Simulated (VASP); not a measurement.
# B (I-42m) in VASP: notebook

B is run at these levels: PBE; tasks: single point, relaxation of cell and atoms.

Everything below comes from runs of VASP 6.6.1. Logs are shortened: lines on timing, memory, paths and dates and some standing lists are left out, and cuts for length are marked.

### Step 1. The cell of the first run

The structure is tetragonal, space group I-42m (No. 121). The conventional cell has a = 5.043 Å, b = 5.043 Å, c = 4.532 Å, α = 90.00°, β = 90.00°, γ = 90.00°. B (site symmetry 1) has 5 B at 1.65 to 2.16 Å within 2.2 Å.

The cell was built from a structure type or drawn by symmetry, and may not be a known phase.

### Step 2. Single point, PBE

The input, INCAR:

```
  PREC = Accurate
  ENCUT = 520
  EDIFF = 1E-7
  ISMEAR = 0
  SIGMA = 0.1
  LREAL = False
  LASPH = True
  NELM = 100
  ALGO = Normal
  ISIF = 2
  LWAVE = False
  LCHARG = True
  GGA = PE
  LELF = True
  LVHAR = True
  NBANDS = 22
```

The input, KPOINTS:

```
Automatic mesh
0
Gamma
  6 6 6
```

The input, POSCAR:

```
B
1.0
   -2.5214141300      2.5214141300      2.2658360000
    2.5214141300     -2.5214141300      2.2658360000
    2.5214141300      2.5214141300     -2.2658360000
B
8
Direct
    0.7554327700      0.1131968600      0.2321106300
    0.8810862300      0.5233221400      0.7678893700
    0.1131968600      0.7554327700      0.2321106300
    0.4766778600      0.2445672300      0.3577641000
    0.8868031400      0.1189137700      0.6422359000
    0.5233221400      0.8810862300      0.7678893700
    0.2445672300      0.4766778600      0.3577641000
    0.1189137700      0.8868031400      0.6422359000
```

Potentials or basis: VASP PAW PBE potentials, release 64 (B).

On the command line:

```console
$ cat potpaw_PBE.64/B/POTCAR > POTCAR
$ mpirun -np 1 vasp_std > vasp.out
```

OUTCAR:

```text
PREC = Accurate
   ENCUT = 520
   EDIFF = 1E-7
   ISMEAR = 0
   LREAL = False
   LASPH = True
   NELM = 100
   ISIF = 2
   GGA = PE

 ion  position               nearest neighbor table
   1  0.755  0.113  0.232-   5 1.65   4 1.65   6 1.66   7 1.76   2 2.16
   2  0.881  0.523  0.768-   4 1.65   5 1.65   3 1.66   8 1.76   1 2.16
   3  0.113  0.755  0.232-   8 1.65   7 1.65   2 1.66   4 1.76   6 2.16
   4  0.477  0.245  0.358-   2 1.65   1 1.65   7 1.66   3 1.76   5 2.16
   5  0.887  0.119  0.642-   1 1.65   2 1.65   8 1.66   6 1.76   4 2.16
   6  0.523  0.881  0.768-   7 1.65   8 1.65   1 1.66   5 1.76   3 2.16
   7  0.245  0.477  0.358-   6 1.65   3 1.65   4 1.66   1 1.76   8 2.16
   8  0.119  0.887  0.642-   3 1.65   6 1.65   5 1.66   2 1.76   7 2.16

  LATTYP: Found a body centered tetragonal cell.
 ALAT       =     5.0428282600
 C/A-ratio  =     0.8986369883

  Lattice vectors:

 A1 = (  -2.5214141300,   2.5214141300,   2.2658360000)
 A2 = (   2.5214141300,  -2.5214141300,   2.2658360000)
 A3 = (   2.5214141300,   2.5214141300,  -2.2658360000)

Analysis of symmetry for initial positions (statically):
=====================================================================
 Subroutine PRICEL returns:
 Original cell was already a primitive cell.

 Routine SETGRP: Setting up the symmetry group for a
 body centered tetragonal supercell.

 Subroutine GETGRP returns: Found  8 space group operations
 (whereof  8 operations were pure point group operations)
 out of a pool of 16 trial point group operations.

The static configuration has the point symmetry D_2d.

Analysis of symmetry for dynamics (positions and initial velocities):
=====================================================================
 Subroutine PRICEL returns:
 Original cell was already a primitive cell.

 Routine SETGRP: Setting up the symmetry group for a
 body centered tetragonal supercell.

 Subroutine GETGRP returns: Found  8 space group operations
 (whereof  8 operations were pure point group operations)
 out of a pool of 16 trial point group operations.

The dynamic configuration has the point symmetry D_2d.

 Subroutine INISYM returns: Found  8 space group operations
 (whereof  8 operations are pure point group operations),
 and found     1 'primitive' translations

----------------------------------------------------------------------------------------

                                     Primitive cell

  volume of cell :      57.6205

  direct lattice vectors                    reciprocal lattice vectors
    -2.521414130  2.521414130  2.265836000     0.000000000  0.198301419  0.220669104
     2.521414130 -2.521414130  2.265836000     0.198301419  0.000000000  0.220669104
     2.521414130  2.521414130 -2.265836000     0.198301419  0.198301419  0.000000000

  length of vectors
     4.224816115  4.224816115  4.224816115     0.296678793  0.296678793  0.280440556

  position of ions in fractional coordinates (direct lattice)
     0.755432770  0.113196860  0.232110630
     0.881086230  0.523322140  0.767889370
     0.113196860  0.755432770  0.232110630
     0.476677860  0.244567230  0.357764100
     0.886803140  0.118913770  0.642235900
     0.523322140  0.881086230  0.767889370
     0.244567230  0.476677860  0.357764100
     0.118913770  0.886803140  0.642235900

  ion indices of the primitive-cell ions
   primitive index   ion index
                 1           1
                 2           2
                 3           3
                 4           4
                 5           5
                 6           6
                 7           7
                 8           8

----------------------------------------------------------------------------------------

 KPOINTS: Automatic mesh

Automatic generation of k-mesh.
 Grid dimensions read from file:
 generate k-points for:    6    6    6

 Generating k-lattice:

  Cartesian coordinates                     Fractional coordinates (reciprocal lattice)
     0.000000000  0.033050237  0.036778184     0.166666667  0.000000000 -0.000000000
     0.033050237  0.000000000  0.036778184     0.000000000  0.166666667 -0.000000000
     0.033050237  0.033050237  0.000000000     0.000000000  0.000000000  0.166666667

  Length of vectors
     0.049446466  0.049446466  0.046740093

  Shift w.r.t. Gamma in fractional coordinates (k-lattice)
     0.000000000  0.000000000  0.000000000

 Subroutine IBZKPT returns following result:
 ===========================================

 Found     30 irreducible k-points:

 Following reciprocal coordinates:
            Coordinates               Weight
  0.000000  0.000000  0.000000      1.000000
  0.166667  0.000000 -0.000000      8.000000
  0.333333  0.000000 -0.000000      8.000000
  0.500000  0.000000 -0.000000      4.000000
  0.166667  0.166667 -0.000000      8.000000
  0.333333  0.166667 -0.000000     16.000000
[... 16 lines left out ...]
 -0.333333 -0.333333  0.166667      8.000000
 -0.166667 -0.333333  0.166667      8.000000
 [... further k-points ...]
   k-points           NKPTS =     30   k-points in BZ     NKDIM =     30   number of bands    NBANDS=     22
   number of dos      NEDOS =    301   number of ions     NIONS =      8
   total plane-waves  NPLWV =  32768
   dimension x,y,z NGX =    32 NGY =   32 NGZ =   32
   dimension x,y,z NGXF=    64 NGYF=   64 NGZF=   64
   ions per type =               8
   NGX,Y,Z   is equivalent  to a cutoff of  12.59, 12.59, 12.59 a.u.
   NGXF,Y,Z  is equivalent  to a cutoff of  25.18, 25.18, 25.18 a.u.
 SYSTEM =  unknown system
   PREC   = accura    normal or accurate (medium, high low for compatibility)
   ISTART =      0    job   : 0-new  1-cont  2-samecut
   ICHARG =      2    charge: 1-file 2-atom 10-const
   ISPIN  =      1    spin polarized calculation?
   LNONCOLLINEAR =      F non collinear calculations
   LSORBIT =      F    spin-orbit coupling
   LASPH  =      T    aspherical Exc in radial PAW
   ENCUT  =  520.0 eV  38.22 Ry    6.18 a.u.   7.86  7.86  7.86*2*pi/ulx,y,z
   NELM   =    100;   NELMIN=  2; NELMDL= -5     # of ELM steps
   EDIFF  = 0.1E-06   stopping-criterion for ELM
   LREAL  =      F    real-space projection
   EDIFFG = 0.1E-05   stopping-criterion for IOM
   NSW    =      0    number of steps for IOM
   IBRION =     -1    ionic relax: 0-MD 1-quasi-New 2-CG
   NFREE  =      0    steps in history (QN), initial steepest desc. (CG)
   ISIF   =      2    stress and relaxation
   ISYM   =      2    0-nonsym 1-usesym 2-fastsym
   POTIM  = 0.5000    time-step for ionic-motion
   TEBEG  =    0.0;   TEEND  =   0.0 temperature during run
   PSTRESS=    0.0 pullay stress
   NELECT =      24.0000    total number of electrons
   NUPDOWN=      -1.0000    fix difference up-down
   EMIN   =  10.00;   EMAX   =-10.00  energy-range for DOS
   EFERMI =   0.00;   METHOD = LEGACY
   ISMEAR =     0;   SIGMA  =   0.10  broadening in eV -4-tet -1-fermi 0-gaus
   EFERMI_NEDOS =   21; number of points for ismear=-14 and -15
   IALGO  =     38    algorithm
   IMIX   =      4    mixing-type and parameters
     AMIX     =   0.40;   BMIX     =  1.00
     AMIX_MAG =   1.60;   BMIX_MAG =  1.00
  volume/ion in A,a.u.               =       7.20        48.61
  Fermi-wavevector in a.u.,A,eV,Ry     =   1.222605  2.310389 20.337498  1.494764
  Thomas-Fermi vector in A             =   2.357746
   LORBIT       =      0    0 simple, 1 ext, 2 COOP (PROOUT), +10 PAW based schemes
   GGA     = PE    functional components
   LHFCALC =     F    Hartree Fock is set to
   AEXX    =    0.0000 exact exchange contribution
   IVDW    =     0    specifies the selected vdW correction
   LEPSILON=     F    determine dielectric tensor
   LRPA    =     F    only Hartree local field effects (RPA)
 non-spin polarized calculation
 Gauss-broadening in eV      SIGMA  =   0.10
  energy-cutoff  :      520.00
  volume of cell :       57.62
 maximum number of plane-waves:      1577
   NGX = 15   NGY = 15   NGZ = 15

 number of electron      24.0000000 magnetization

 Free energy of the ion-electron system (eV)
  ---------------------------------------------------
  ext. energy  EPLUGINS =         0.00000000
  ---------------------------------------------------
  free energy    TOTEN  =       -44.00438125 eV

  energy without entropy =      -43.98853738  energy(sigma->0) =      -43.99645931

 E-fermi :   5.8130     XC(G=0): -11.7098

 val. band max:        5.7795787789   @ k =  -0.3333   0.3333   0.0000
 cond. band min:       5.8168675089   @ k =   0.3333   0.3333  -0.0000
 fundamental gap:      0.0372887300
 Fermi energy:         5.8129734709

 k-point     1 :       0.0000    0.0000    0.0000
  band No.  band energies     occupation
      1      -9.7214      2.00000
      2      -2.8950      2.00000
      3      -1.7375      2.00000
      4      -1.1964      2.00000
      5      -0.3146      2.00000
      6      -0.0884      2.00000
[... 14 lines left out ...]
     21      16.6621      0.00000
     22      17.5066      0.00000

 k-point     2 :       0.1667    0.0000   -0.0000
  band No.  band energies     occupation
      1      -9.4561      2.00000
      2      -3.9268      2.00000
      3      -2.2196      2.00000
      4      -1.6999      2.00000
      5      -0.7972      2.00000
      6      -0.7138      2.00000
[... 14 lines left out ...]
     21      16.5508      0.00000
     22      17.6866      0.00000

 k-point     3 :       0.3333    0.0000   -0.0000
  band No.  band energies     occupation
      1      -8.6705      2.00000
      2      -5.7260      2.00000
      3      -2.8055      2.00000
      4      -2.2222      2.00000
      5      -1.5973      2.00000
      6      -1.3276      2.00000
[... 14 lines left out ...]
     21      16.0492      0.00000
     22      16.2596      0.00000
[... 476 lines left out ...]
 k-point    23 :      -0.3333   -0.3333    0.1667
  band No.  band energies     occupation
      1      -7.1249      2.00000
      2      -7.0295      2.00000
      3      -4.4535      2.00000
      4      -3.1183      2.00000
      5      -1.4510      2.00000
      6      -0.1379      2.00000
[... 14 lines left out ...]
     21      15.6266      0.00000
     22      15.8669      0.00000

 k-point    24 :      -0.1667   -0.3333    0.1667
  band No.  band energies     occupation
      1      -8.2047      2.00000
      2      -6.2088      2.00000
      3      -3.2134      2.00000
      4      -3.1057      2.00000
      5      -1.3572      2.00000
      6      -0.4474      2.00000
[... 14 lines left out ...]
     21      15.7448      0.00000
     22      15.8835      0.00000

 [... further k-points ...]
[... 5 lines left out ...]
  --------------------------------------------------------------------------------------
  -------------------------------------------------------------------------------------
  Total       14.5890479     14.5890479      7.5627378      0.0000000     -0.0000000      0.0000000
  in kB      405.6586160    405.6586160    210.2871795      0.0000000     -0.0000000      0.0000000
  external PRESSURE =     340.5348038 kB  Pullay stress =       0.0000000 kB

 VOLUME and BASIS-vectors are now :
 -----------------------------------------------------------------------------
  energy-cutoff  :      520.00
  volume of cell :       57.62
      direct lattice vectors                 reciprocal lattice vectors
    -2.521414130  2.521414130  2.265836000     0.000000000  0.198301419  0.220669104
     2.521414130 -2.521414130  2.265836000     0.198301419  0.000000000  0.220669104
     2.521414130  2.521414130 -2.265836000     0.198301419  0.198301419  0.000000000

 POSITION                                       TOTAL-FORCE (eV/Angst)
 -----------------------------------------------------------------------------------
     -1.03410      2.20459      1.44225        -1.031114     -0.581372      1.315436
      1.03410      2.83824      1.44225         1.031114      0.581372      1.315436
      2.20459     -1.03410      1.44225        -0.581372     -1.031114      1.315436
      0.31682      1.48732      0.82359         0.581372     -1.031114     -1.315436
     -0.31682      3.55551      0.82359        -0.581372      1.031114     -1.315436
      2.83824      1.03410      1.44225         0.581372      1.031114      1.315436
      1.48732      0.31682      0.82359        -1.031114      0.581372     -1.315436
      3.55551     -0.31682      0.82359         1.031114     -0.581372     -1.315436
 -----------------------------------------------------------------------------------
    total drift:                               -0.000002     -0.000002      0.000004

  FREE ENERGIE OF THE ION-ELECTRON SYSTEM (eV)
  ---------------------------------------------------
  free  energy   TOTEN  =       -44.0043812479 eV

  energy  without entropy=      -43.9885373793  energy(sigma->0) =      -43.99645931
```

Wall time 32 s (1 thread of Intel Xeon 6975P-C (Granite Rapids), shared host); peak memory 0.17 GiB.

Results:

```yaml
Free_energy: -44.0044 eV
Pressure: 34.1 GPa
Largest_force: 1.770 eV/Å
Band_gap_on_the_k_mesh: zero (bands 12 and 13 overlap by 1.96 eV)
```

Forces in eV/Å, atoms in the order of the input:
```
B   -1.031 -0.581  1.315
B    1.031  0.581  1.315
B   -0.581 -1.031  1.315
B    0.581 -1.031 -1.315
B   -0.581  1.031 -1.315
B    0.581  1.031  1.315
B   -1.031  0.581 -1.315
B    1.031 -0.581 -1.315
```

Levels at points of the mesh, in eV from the Fermi level:
| k point | band 9 | band 10 | band 11 | band 12 | band 13 | band 14 | band 15 | band 16 |
| --- | --- | --- | --- | --- | --- | --- | --- | --- |
| (0.00, 0.00, 0.00) | -5.25 | -3.69 | -3.69 | -2.51 | -0.09 | 1.98 | 1.98 | 2.50 |
| (0.50, 0.00, 0.00) | -1.61 | -1.38 | -1.33 | -0.67 | -0.54 | 0.63 | 1.82 | 2.93 |
| (0.50, 0.50, 0.00) | -3.06 | -1.63 | -0.91 | -0.66 | 0.44 | 0.84 | 2.06 | 2.31 |
| (0.50, 0.50, 0.50) | -1.76 | -1.76 | 0.71 | 0.71 | 2.06 | 2.06 | 2.93 | 3.08 |

Caveat: the cell stands under pressure; forces of over 1 eV/Å act on the atoms, so gaps and moduli don't describe the material at rest.

(Part 1 of 2 ends here.)
